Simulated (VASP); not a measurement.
# Al in VASP: notebook, part 2 of 2

VASP 6.6.1. Earlier steps stand in the parts before.

**3. Single point, PBE+D3(BJ)**

Input file INCAR:

```
PREC = Accurate
ENCUT = 400
EDIFF = 1E-6
ISMEAR = -1
SIGMA = 0.05
LREAL = F
LASPH = T
NELM = 120
ALGO = Normal
ISIF = 2
LWAVE = F
LCHARG = F
GGA = PE
IVDW = 12
NBANDS = 42
GGA_COMPAT = F
NELMDL = -8
```

Input file KPOINTS:

```
regular mesh
0
Gamma
  1 2 1
```

Input file POSCAR:

```
Al
1.0
   12.1500000000      0.0000000000      0.0000000000
    0.0000000000      5.7275650000      0.0000000000
    0.0000000000      0.0000000000     15.8637820000
Al
18
Direct
    0.0000000000      0.0000000000      0.0630366706
    0.3333333333      0.0000000000      0.0630366706
    0.6666666667      0.0000000000      0.0630366706
    0.0000000000      0.5000030554      0.0630366706
    0.3333333333      0.5000030554      0.0630366706
    0.6666666667      0.5000030554      0.0630366706
    0.1754979424      0.2627818279      0.1372938685
    0.4629218107      0.3292498645      0.2228913635
    0.8365432099      0.2821094130      0.1582472578
    0.1596790123      0.7819727930      0.1113605822
    0.4823374486      0.8251674141      0.2003872721
    0.8128806584      0.7723701084      0.1455390650
    0.0522222222      0.0135485149      0.2506716242
    0.2866502058      0.0702043539      0.2449478945
    0.6781481481     -0.0344649079      0.2735287210
    0.0198189300      0.4827007638      0.2366144467
    0.2849300412      0.5725644318      0.2746003444
    0.6658930041      0.4519896326      0.2615328425
```

Potentials or basis: VASP PAW PBE potentials, release 64 (Al).

Run with:

```sh
> cat potpaw_PBE.64/Al/POTCAR > POTCAR
> mpirun -np 1 vasp_std > vasp.out
```

OUTCAR:

```text
PREC = Accurate
   ENCUT = 400
   EDIFF = 1E-6
   ISMEAR = -1
   LREAL = F
   LASPH = T
   NELM = 120
   ISIF = 2
   GGA = PE
   IVDW = 12
   NELMDL = -8
 IVDW          = 12

 ion  position               nearest neighbor table
   1  0.000  0.000  0.063-  10 2.43   7 2.86   4 2.86   4 2.86  12 2.93   9 2.97  13 3.04
   2  0.333  0.000  0.063-  10 2.57   7 2.71   5 2.86   5 2.86  14 2.97  11 3.00
   3  0.667  0.000  0.063-  12 2.56   6 2.86   6 2.86   9 3.03  11 3.28  15 3.35
   4  0.000  0.500  0.063-  10 2.64  16 2.77   7 2.79   9 2.79   1 2.86   1 2.86  12 3.05
   5  0.333  0.500  0.063-   7 2.63  10 2.77   2 2.86   2 2.86   8 3.14
   6  0.667  0.500  0.063-  12 2.70   9 2.85   3 2.86   3 2.86  18 3.16
   7  0.175  0.263  0.137-  14 2.44   5 2.63   2 2.71  13 2.74  16 2.77   4 2.79  10 2.79   1 2.86
                            10 3.01  17 3.11
   8  0.463  0.329  0.223-  14 2.63  18 2.64  17 2.70  11 2.87  11 2.92   5 3.14
   9  0.837  0.282  0.158-   4 2.79  16 2.80  18 2.82  12 2.83   6 2.85  12 2.94   1 2.97   3 3.03
                            15 3.21
  10  0.160  0.782  0.111-   1 2.43   2 2.57   4 2.64   5 2.77   7 2.79  13 2.89   7 3.01  14 3.10
                            16 3.13  17 3.23
  11  0.482  0.825  0.200-  15 2.77  14 2.85   8 2.87   8 2.92   2 3.00  17 3.04  18 3.24   3 3.28
[... 9 lines left out ...]
  17  0.285  0.573  0.275-   8 2.70  14 2.89  14 2.92  11 3.04   7 3.11  10 3.23  16 3.32
  18  0.666  0.452  0.262-   8 2.64  15 2.80   9 2.82  15 2.95  12 3.15   6 3.16  11 3.24

  LATTYP: Found a simple orthorhombic cell.
 ALAT       =     5.7275650000
 B/A-ratio  =     2.1213203167
 C/A-ratio  =     2.7697253545

  Lattice vectors:

 A1 = (   0.0000000000,  -5.7275650000,   0.0000000000)
 A2 = (  12.1500000000,   0.0000000000,   0.0000000000)
 A3 = (   0.0000000000,   0.0000000000,  15.8637820000)

Analysis of symmetry for initial positions (statically):
=====================================================================
 Subroutine PRICEL returns:
 Original cell was already a primitive cell.

 Routine SETGRP: Setting up the symmetry group for a
 simple orthorhombic supercell.

 Subroutine GETGRP returns: Found  1 space group operations
 (whereof  1 operations were pure point group operations)
 out of a pool of  8 trial point group operations.

The static configuration has the point symmetry C_1 .

Analysis of symmetry for dynamics (positions and initial velocities):
=====================================================================
 Subroutine PRICEL returns:
 Original cell was already a primitive cell.

 Routine SETGRP: Setting up the symmetry group for a
 simple orthorhombic supercell.

 Subroutine GETGRP returns: Found  1 space group operations
 (whereof  1 operations were pure point group operations)
 out of a pool of  8 trial point group operations.

The dynamic configuration has the point symmetry C_1 .

 Subroutine INISYM returns: Found  1 space group operations
 (whereof  1 operations are pure point group operations),
 and found     1 'primitive' translations

----------------------------------------------------------------------------------------

                                     Primitive cell

  volume of cell :    1103.9592

  direct lattice vectors                    reciprocal lattice vectors
    12.150000000  0.000000000  0.000000000     0.082304527  0.000000000  0.000000000
[... 82 lines left out ...]
   ions per type =              18
   NGX,Y,Z   is equivalent  to a cutoff of  10.95, 11.61, 11.32 a.u.
   NGXF,Y,Z  is equivalent  to a cutoff of  21.89, 23.22, 22.64 a.u.
 SYSTEM =  unknown system
   PREC   = accura    normal or accurate (medium, high low for compatibility)
   ISTART =      0    job   : 0-new  1-cont  2-samecut
   ICHARG =      2    charge: 1-file 2-atom 10-const
   ISPIN  =      1    spin polarized calculation?
   LNONCOLLINEAR =      F non collinear calculations
   LSORBIT =      F    spin-orbit coupling
   LASPH  =      T    aspherical Exc in radial PAW
   ENCUT  =  400.0 eV  29.40 Ry    5.42 a.u.  19.81  9.34 25.87*2*pi/ulx,y,z
   NELM   =    120;   NELMIN=  2; NELMDL= -8     # of ELM steps
   EDIFF  = 0.1E-05   stopping-criterion for ELM
   LREAL  =      F    real-space projection
   EDIFFG = 0.1E-04   stopping-criterion for IOM
   NSW    =      0    number of steps for IOM
   IBRION =     -1    ionic relax: 0-MD 1-quasi-New 2-CG
   NFREE  =      0    steps in history (QN), initial steepest desc. (CG)
   ISIF   =      2    stress and relaxation
   ISYM   =      2    0-nonsym 1-usesym 2-fastsym
   POTIM  = 0.5000    time-step for ionic-motion
   TEBEG  =    0.0;   TEEND  =   0.0 temperature during run
   PSTRESS=    0.0 pullay stress
   NELECT =      54.0000    total number of electrons
   NUPDOWN=      -1.0000    fix difference up-down
   EMIN   =  10.00;   EMAX   =-10.00  energy-range for DOS
   EFERMI =   0.00;   METHOD = LEGACY
   ISMEAR =    -1;   SIGMA  =   0.05  broadening in eV -4-tet -1-fermi 0-gaus
   EFERMI_NEDOS =   21; number of points for ismear=-14 and -15
   IALGO  =     38    algorithm
   IMIX   =      4    mixing-type and parameters
     AMIX     =   0.40;   BMIX     =  1.00
     AMIX_MAG =   1.60;   BMIX_MAG =  1.00
  volume/ion in A,a.u.               =      61.33       413.88
  Fermi-wavevector in a.u.,A,eV,Ry     =   0.598717  1.131411  4.877176  0.358462
  Thomas-Fermi vector in A             =   1.649927
   LORBIT       =      0    0 simple, 1 ext, 2 COOP (PROOUT), +10 PAW based schemes
   GGA     = PE    functional components
   LHFCALC =     F    Hartree Fock is set to
   AEXX    =    0.0000 exact exchange contribution
   IVDW    =    12    specifies the selected vdW correction
   LEPSILON=     F    determine dielectric tensor
   LRPA    =     F    only Hartree local field effects (RPA)
 non-spin polarized calculation
  energy-cutoff  :      400.00
  volume of cell :     1103.96
 maximum number of plane-waves:     20071
 NGX is ok and might be reduce to    80
   NGX = 39   NGY = 19   NGZ = 51

 number of electron      54.0000000 magnetization

 Free energy of the ion-electron system (eV)
  ---------------------------------------------------
  ext. energy  EPLUGINS =         0.00000000
  ---------------------------------------------------
  free energy    TOTEN  =       -56.46298673 eV

  energy without entropy =      -56.36296451  energy(sigma->0) =      -56.41297562

 E-fermi :  -1.0418     XC(G=0):  -4.1302

 val. band max:       -1.0967307106   @ k =   0.0000   0.0000   0.0000
 cond. band min:      -1.0220933655   @ k =   0.0000   0.5000   0.0000
 fundamental gap:      0.0746373451
 Fermi energy:        -1.0418486970

 k-point     1 :       0.0000    0.0000    0.0000
  band No.  band energies     occupation
      1     -10.4234      2.00000
      2      -9.1525      2.00000
      3      -8.8663      2.00000
      4      -7.3972      2.00000
      5      -6.6979      2.00000
      6      -6.4100      2.00000
[... 31 lines left out ...]
     38       1.2688      0.00000
     39       1.3386      0.00000

 k-point     2 :       0.0000    0.5000    0.0000
  band No.  band energies     occupation
      1      -9.5444      2.00000
      2      -9.1022      2.00000
      3      -8.0933      2.00000
      4      -8.0089      2.00000
      5      -7.7631      2.00000
      6      -7.6927      2.00000
[... 31 lines left out ...]
     38       1.0726      0.00000
     39       1.7719      0.00000
 [bands above 39 left out]

------------------------ aborting loop because EDIFF is reached ----------------------------------------

 Edisp (eV)   -2.90947

 E8    (eV) :    -1.3756

  FORCE on cell =-STRESS in cart. coord.  units (eV):
  Direction    XX          YY          ZZ          XY          YZ          ZX
  --------------------------------------------------------------------------------------
  -------------------------------------------------------------------------------------
  Total      -6.99006   -29.35199     4.47080    -0.80813    -1.13979     2.18478
  in kB     -10.14468   -42.59858     6.48847    -1.17283    -1.65417     3.17078
  external pressure =      -15.42 kB  Pullay stress =        0.00 kB

 VOLUME and BASIS-vectors are now :
 -----------------------------------------------------------------------------
  energy-cutoff  :      400.00
  volume of cell :     1103.96
      direct lattice vectors                 reciprocal lattice vectors
    12.150000000  0.000000000  0.000000000     0.082304527  0.000000000  0.000000000
     0.000000000  5.727565000  0.000000000     0.000000000  0.174594265  0.000000000
     0.000000000  0.000000000 15.863782000     0.000000000  0.000000000  0.063036671

 POSITION                                       TOTAL-FORCE (eV/Angst)
 -----------------------------------------------------------------------------------
      0.00000      0.00000      1.00000        -1.568438      1.048477     -0.451554
      4.05000      0.00000      1.00000         1.061818      0.500631     -0.025072
      8.10000      0.00000      1.00000        -0.663220      0.429197     -0.432499
      0.00000      2.86380      1.00000        -0.693905     -0.471506     -0.464075
      4.05000      2.86380      1.00000         0.744508     -0.147882     -0.022898
      8.10000      2.86380      1.00000        -0.425607     -0.267539     -0.263439
[... 10 lines left out ...]
      3.46190      3.27940      4.35620        -0.140300      0.255510     -0.388521
      8.09060      2.58880      4.14890         0.265931      0.685139      0.152861
 -----------------------------------------------------------------------------------
    total drift:                                0.000006     -0.000031     -0.000034

  FREE ENERGIE OF THE ION-ELECTRON SYSTEM (eV)
  ---------------------------------------------------
  free  energy   TOTEN  =       -59.3724612014 eV

  energy  without entropy=      -59.2724389811  energy(sigma->0) =      -59.32245009
```

It took 4.1 min on 1 thread of Intel Xeon 8259CL, shared host; peak memory 0.69 GiB.

Results:

| Property | Result |
| --- | --- |
| Free energy | -59.3725 eV |
| Largest force | 1.940 eV/Å |
| Band gap on the k mesh | zero (bands 27 and 28 overlap by 0.50 eV) |
| Dispersion energy per atom | -0.162 eV |

Forces in eV/Å, atoms in the order of the input:
```
Al  -1.568  1.048 -0.452
Al   1.062  0.501 -0.025
Al  -0.663  0.429 -0.432
Al  -0.694 -0.472 -0.464
Al   0.745 -0.148 -0.023
Al  -0.426 -0.268 -0.263
Al  -0.947  0.791 -1.143
Al   0.483  0.087 -0.074
Al   0.122 -0.273  0.089
Al   0.774 -1.027  0.321
Al   0.185 -0.201  0.151
Al   1.074 -0.365  0.607
Al  -0.434 -0.318  0.436
Al   0.504 -0.951  1.094
Al  -0.165 -0.206 -0.302
Al  -0.178  0.431  0.716
Al  -0.140  0.256 -0.389
Al   0.266  0.685  0.153
```

Caveat: the k points lie up to 0.55 Å⁻¹ apart, too coarse for converged energies and pressures of a metal.
